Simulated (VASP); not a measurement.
# BiH2 (P6/mmm) in VASP: single point with PBE

Aim: the single point of BiH2 with PBE.

Everything below comes from runs of VASP 6.6.1. Logs are shortened: lines on timing, memory, paths and dates and some standing lists are left out, and cuts for length are marked.

## 1. The cell of the first run

Symmetry: P6/mmm, No. 191, hexagonal system. Conventional cell: a = 3.296 Å, b = 3.296 Å, c = 8.488 Å, α = 90.00°, β = 90.00°, γ = 120.00°. Within 4.3 Å of Bi (site symmetry 6/mmm) lie 6 Bi at 3.30 Å and 2 H at 3.87 Å. H (site symmetry 6mm) has 1 H at 0.75 Å within 1.0 Å.

## 2. Single point, PBE

POSCAR

```
BiH2
1.0
    3.2959685207      0.0000000000      0.0000000000
   -1.6479842603      2.8543924690      0.0000000000
    0.0000000000      0.0000000000      8.4884382723
Bi H
1 2
Direct
    0.0000000000      0.0000000000      0.5000000000
    0.0000000000      0.0000000000      0.0442120900
    0.0000000000      0.0000000000      0.9557879100
```

INCAR.step1

```
SYSTEM = BiH2
PREC = Accurate
ENCUT = 520
EDIFF = 1E-6
ISMEAR = 0
SIGMA = 0.1
LREAL = .False.
LASPH = .True.
NELM = 100
ALGO = Normal
ISIF = 2
LWAVE = .False.
LCHARG = .True.
GGA = PE
NBANDS = 16
```

KPOINTS.step1

```
regular mesh
0
Gamma
  18 18 6
  0 0 0
```

INCAR.step2

```
SYSTEM = BiH2
PREC = Accurate
ENCUT = 520
EDIFF = 1E-6
ISMEAR = -5
SIGMA = 0.1
LREAL = .False.
LASPH = .True.
NELM = 100
ALGO = Normal
ISIF = 2
LWAVE = .False.
LCHARG = .False.
GGA = PE
LORBIT = 11
NBANDS = 16
NEDOS = 1001
ICHARG = 11
```

KPOINTS.step2

```
regular mesh
0
Gamma
  27 27 9
  0 0 0
```

Potentials or basis: VASP PAW PBE potentials, release 64 (Bi_d, H).

The run is started by

```sh
> cat potpaw_PBE.64/Bi_d/POTCAR potpaw_PBE.64/H/POTCAR > POTCAR
> cp INCAR.step1 INCAR
> cp KPOINTS.step1 KPOINTS
> mpirun -np 1 vasp_std > vasp.out
> cp INCAR.step2 INCAR
> cp KPOINTS.step2 KPOINTS
> mpirun -np 1 vasp_std > vasp.out
```

OUTCAR:

```text
SYSTEM = BiH2
   PREC = Accurate
   ENCUT = 520
   EDIFF = 1E-6
   ISMEAR = -5
   LREAL = .False.
   LASPH = .True.
   NELM = 100
   ISIF = 2
   GGA = PE
   LORBIT = 11
   ICHARG = 11

 ion  position               nearest neighbor table
   1  0.000  0.000  0.500-
   2  0.000  0.000  0.044-   3 0.75
   3  0.000  0.000  0.956-   2 0.75

  LATTYP: Found a hexagonal cell.
 ALAT       =     3.2959685207
 C/A-ratio  =     2.5754002864

  Lattice vectors:

 A1 = (   3.2959685207,   0.0000000000,   0.0000000000)
 A2 = (  -1.6479842603,   2.8543924690,   0.0000000000)
 A3 = (   0.0000000000,   0.0000000000,   8.4884382723)

Analysis of symmetry for initial positions (statically):
=====================================================================
 Subroutine PRICEL returns:
 Original cell was already a primitive cell.

 Routine SETGRP: Setting up the symmetry group for a
 hexagonal supercell.

 Subroutine GETGRP returns: Found 24 space group operations
 (whereof 24 operations were pure point group operations)
 out of a pool of 24 trial point group operations.

The static configuration has the point symmetry D_6h.

Analysis of symmetry for dynamics (positions and initial velocities):
=====================================================================
 Subroutine PRICEL returns:
 Original cell was already a primitive cell.

 Routine SETGRP: Setting up the symmetry group for a
 hexagonal supercell.

 Subroutine GETGRP returns: Found 24 space group operations
 (whereof 24 operations were pure point group operations)
 out of a pool of 24 trial point group operations.

The dynamic configuration has the point symmetry D_6h.

 Subroutine INISYM returns: Found 24 space group operations
 (whereof 24 operations are pure point group operations),
 and found     1 'primitive' translations

----------------------------------------------------------------------------------------

                                     Primitive cell

  volume of cell :      79.8591

  direct lattice vectors                    reciprocal lattice vectors
     3.295968521  0.000000000  0.000000000     0.303400956  0.175168624  0.000000000
    -1.647984260  2.854392469  0.000000000     0.000000000  0.350337247  0.000000000
     0.000000000  0.000000000  8.488438272     0.000000000  0.000000000  0.117807301

  length of vectors
     3.295968521  3.295968521  8.488438272     0.350337247  0.350337247  0.117807301

  position of ions in fractional coordinates (direct lattice)
     0.000000000  0.000000000  0.500000000
     0.000000000  0.000000000  0.044212090
     0.000000000  0.000000000  0.955787910

  ion indices of the primitive-cell ions
   primitive index   ion index
                 1           1
                 2           2
                 3           3

----------------------------------------------------------------------------------------

 KPOINTS: regular mesh

Automatic generation of k-mesh.
 Grid dimensions read from file:
 generate k-points for:   27   27    9

 Generating k-lattice:

  Cartesian coordinates                     Fractional coordinates (reciprocal lattice)
     0.011237072  0.006487727  0.000000000     0.037037037 -0.000000000  0.000000000
     0.000000000  0.012975454  0.000000000     0.000000000  0.037037037  0.000000000
     0.000000000  0.000000000  0.013089700     0.000000000  0.000000000  0.111111111

  Length of vectors
     0.012975454  0.012975454  0.013089700

  Shift w.r.t. Gamma in fractional coordinates (k-lattice)
     0.000000000  0.000000000  0.000000000

 TETIRR: Found   6288 inequivalent tetrahedra from    39366

 Subroutine IBZKPT returns following result:
 ===========================================

 Found    375 irreducible k-points:

 Following reciprocal coordinates:
            Coordinates               Weight
  0.000000  0.000000  0.000000      1.000000
  0.037037 -0.000000  0.000000      6.000000
  0.074074 -0.000000  0.000000      6.000000
  0.111111 -0.000000  0.000000      6.000000
  0.148148  0.000000  0.000000      6.000000
  0.185185 -0.000000  0.000000      6.000000
[... 16 lines left out ...]
  0.333333  0.037037  0.000000     12.000000
  0.370370  0.037037  0.000000     12.000000
 [... further k-points ...]
   k-points           NKPTS =    375   k-points in BZ     NKDIM =    375   number of bands    NBANDS=     16
   number of dos      NEDOS =   1001   number of ions     NIONS =      3
   total plane-waves  NPLWV =  50176
   dimension x,y,z NGX =    28 NGY =   28 NGZ =   64
   dimension x,y,z NGXF=    56 NGYF=   56 NGZF=  128
   ions per type =               1   2
   NGX,Y,Z   is equivalent  to a cutoff of  14.12, 14.12, 12.53 a.u.
   NGXF,Y,Z  is equivalent  to a cutoff of  28.25, 28.25, 25.07 a.u.
 SYSTEM =  BiH2
   PREC   = accura    normal or accurate (medium, high low for compatibility)
   ISTART =      0    job   : 0-new  1-cont  2-samecut
   ICHARG =     11    charge: 1-file 2-atom 10-const
   ISPIN  =      1    spin polarized calculation?
   LNONCOLLINEAR =      F non collinear calculations
   LSORBIT =      F    spin-orbit coupling
   LASPH  =      T    aspherical Exc in radial PAW
   ENCUT  =  520.0 eV  38.22 Ry    6.18 a.u.   6.13  6.13 15.78*2*pi/ulx,y,z
   NELM   =    100;   NELMIN=  2; NELMDL=  0     # of ELM steps
   EDIFF  = 0.1E-05   stopping-criterion for ELM
   LREAL  =      F    real-space projection
   EDIFFG = 0.1E-04   stopping-criterion for IOM
   NSW    =      0    number of steps for IOM
   IBRION =     -1    ionic relax: 0-MD 1-quasi-New 2-CG
   NFREE  =      0    steps in history (QN), initial steepest desc. (CG)
   ISIF   =      2    stress and relaxation
   ISYM   =      2    0-nonsym 1-usesym 2-fastsym
   POTIM  = 0.5000    time-step for ionic-motion
   TEBEG  =    0.0;   TEEND  =   0.0 temperature during run
   PSTRESS=    0.0 pullay stress
   NELECT =      17.0000    total number of electrons
   NUPDOWN=      -1.0000    fix difference up-down
   EMIN   =  10.00;   EMAX   =-10.00  energy-range for DOS
   EFERMI =   0.00;   METHOD = LEGACY
   ISMEAR =    -5;   SIGMA  =   0.10  broadening in eV -4-tet -1-fermi 0-gaus
   EFERMI_NEDOS =   21; number of points for ismear=-14 and -15
   IALGO  =     38    algorithm
   IMIX   =      4    mixing-type and parameters
     AMIX     =   0.40;   BMIX     =  1.00
     AMIX_MAG =   1.60;   BMIX_MAG =  1.00
  volume/ion in A,a.u.               =      26.62       179.64
  Fermi-wavevector in a.u.,A,eV,Ry     =   0.977499  1.847205 13.000423  0.955504
  Thomas-Fermi vector in A             =   2.108201
   LORBIT       =     11    0 simple, 1 ext, 2 COOP (PROOUT), +10 PAW based schemes
   GGA     = PE    functional components
   LHFCALC =     F    Hartree Fock is set to
   AEXX    =    0.0000 exact exchange contribution
   IVDW    =     0    specifies the selected vdW correction
   LEPSILON=     F    determine dielectric tensor
   LRPA    =     F    only Hartree local field effects (RPA)
 non-spin polarized calculation
 Fermi weights with tetrahedron method with Bloechl corrections
  energy-cutoff  :      520.00
  volume of cell :       79.86
 maximum number of plane-waves:      2178
 NGX is ok and might be reduce to    28

 number of electron      17.0000006 magnetization

 Free energy of the ion-electron system (eV)
  ---------------------------------------------------
  ext. energy  EPLUGINS =         0.00000000
  ---------------------------------------------------
  free energy    TOTEN  =       -10.09370630 eV

  energy without entropy =      -10.09370630  energy(sigma->0) =      -10.09370630

 E-fermi :   0.6414     XC(G=0):  -6.5602

 val. band max:        0.6354218028   @ k =   0.3333   0.1111   0.2222
 cond. band min:       0.6410891339   @ k =   0.4074  -0.0000   0.1111
 fundamental gap:      0.0056673311
 Fermi energy:         0.6413556250

 k-point     1 :       0.0000    0.0000    0.0000
  band No.  band energies     occupation
      1     -22.3348      2.00000
      2     -22.3348      2.00000
      3     -22.3211      2.00000
      4     -22.1465      2.00000
      5     -22.1465      2.00000
      6     -12.1101      2.00000
[... 8 lines left out ...]
     15      11.9856      0.00000
     16      13.3320      0.00000

 k-point     2 :       0.0370   -0.0000    0.0000
  band No.  band energies     occupation
      1     -22.3354      2.00000
      2     -22.3315      2.00000
      3     -22.3189      2.00000
      4     -22.1481      2.00000
      5     -22.1469      2.00000
      6     -12.0856      2.00000
[... 8 lines left out ...]
     15      12.2314      0.00000
     16      13.3173      0.00000

 k-point     3 :       0.0741   -0.0000    0.0000
  band No.  band energies     occupation
      1     -22.3380      2.00000
      2     -22.3219      2.00000
      3     -22.3114      2.00000
      4     -22.1529      2.00000
      5     -22.1480      2.00000
      6     -12.0119      2.00000
[... 8 lines left out ...]
     15      12.7956      0.00000
     16      13.2157      0.00000

 k-point     4 :       0.1111   -0.0000    0.0000
  band No.  band energies     occupation
      1     -22.3431      2.00000
      2     -22.3065      2.00000
      3     -22.2986      2.00000
      4     -22.1604      2.00000
      5     -22.1498      2.00000
      6     -11.8894      2.00000
[... 8 lines left out ...]
     15      12.8182      0.00000
     16      13.4868      0.00000
[... 324 lines left out ...]
 k-point    22 :       0.2963    0.0370    0.0000
  band No.  band energies     occupation
      1     -22.3901      2.00000
      2     -22.2287      2.00000
      3     -22.1896      2.00000
      4     -22.1669      2.00000
      5     -22.1562      2.00000
      6     -10.3904      2.00000
[... 8 lines left out ...]
     15       9.1022      0.00000
     16      12.4799      0.00000

 k-point    23 :       0.3333    0.0370    0.0000
  band No.  band energies     occupation
      1     -22.3987      2.00000
      2     -22.2401      2.00000
      3     -22.1697      2.00000
      4     -22.1672      2.00000
      5     -22.1339      2.00000
      6     -10.0154      2.00000
[... 8 lines left out ...]
     15       9.0052      0.00000
     16      12.1255      0.00000

 k-point    24 :       0.3704    0.0370    0.0000
  band No.  band energies     occupation
      1     -22.4060      2.00000
      2     -22.2497      2.00000
      3     -22.1722      2.00000
      4     -22.1483      2.00000
      5     -22.1153      2.00000
      6      -9.6437      2.00000
[... 8 lines left out ...]
     15       8.9837      0.00000
     16      11.6358      0.00000

 [... further k-points ...]

------------------------ aborting loop because EDIFF is reached ----------------------------------------

  FORCE on cell =-STRESS in cart. coord.  units (eV):
  Direction    XX          YY          ZZ          XY          YZ          ZX
  --------------------------------------------------------------------------------------
  -------------------------------------------------------------------------------------
  Total       -0.0413507     -0.0413507      0.6777867     -0.0000000      0.0000000     -0.0000000
  in kB       -0.8296011     -0.8296011     13.5981272     -0.0000000      0.0000000     -0.0000000
  external PRESSURE =       3.9796417 kB  Pullay stress =       0.0000000 kB

 VOLUME and BASIS-vectors are now :
 -----------------------------------------------------------------------------
  energy-cutoff  :      520.00
  volume of cell :       79.86
      direct lattice vectors                 reciprocal lattice vectors
     3.295968521  0.000000000  0.000000000     0.303400956  0.175168624  0.000000000
    -1.647984260  2.854392469  0.000000000     0.000000000  0.350337247  0.000000000
     0.000000000  0.000000000  8.488438272     0.000000000  0.000000000  0.117807301

 POSITION                                       TOTAL-FORCE (eV/Angst)
 -----------------------------------------------------------------------------------
      0.00000      0.00000      4.24422         0.000000     -0.000000      0.000000
      0.00000      0.00000      0.37529        -0.000000     -0.000000     -0.009456
      0.00000      0.00000      8.11315         0.000000      0.000000      0.009456
 -----------------------------------------------------------------------------------
    total drift:                               -0.000000     -0.000000      0.000000

  FREE ENERGIE OF THE ION-ELECTRON SYSTEM (eV)
  ---------------------------------------------------
  free  energy   TOTEN  =       -10.0937063024 eV

  energy  without entropy=      -10.0937063024  energy(sigma->0) =      -10.09370630

 total charge

# of ion       s       p       d       tot
------------------------------------------
    1        1.550   1.282   9.913  12.745
    2        0.607   0.028   0.000   0.635
    3        0.607   0.028   0.000   0.635
--------------------------------------------------
tot          2.764   1.339   9.913  14.016
```

It took 4.3 min on 1 thread of Intel Xeon 6975P-C (Granite Rapids), shared host; peak memory 0.54 GiB.

What came out:

* Valence electrons inside the program's atomic spheres: Bi 12.74; H 0.64

Levels at points of the mesh, in eV from the Fermi level:
```csv
k point,band 5,band 6,band 7,band 8,band 9,band 10,band 11,band 12
"(0.00, 0.00, 0.00)",-22.79,-12.75,-6.24,-2.73,4.15,4.32,6.39,6.39
```

Caveat: spin-orbit coupling is left out, which moves the levels of the heavy elements; an odd number of electrons without spin polarisation forces a metal; a magnetic or distorted state may lie lower.
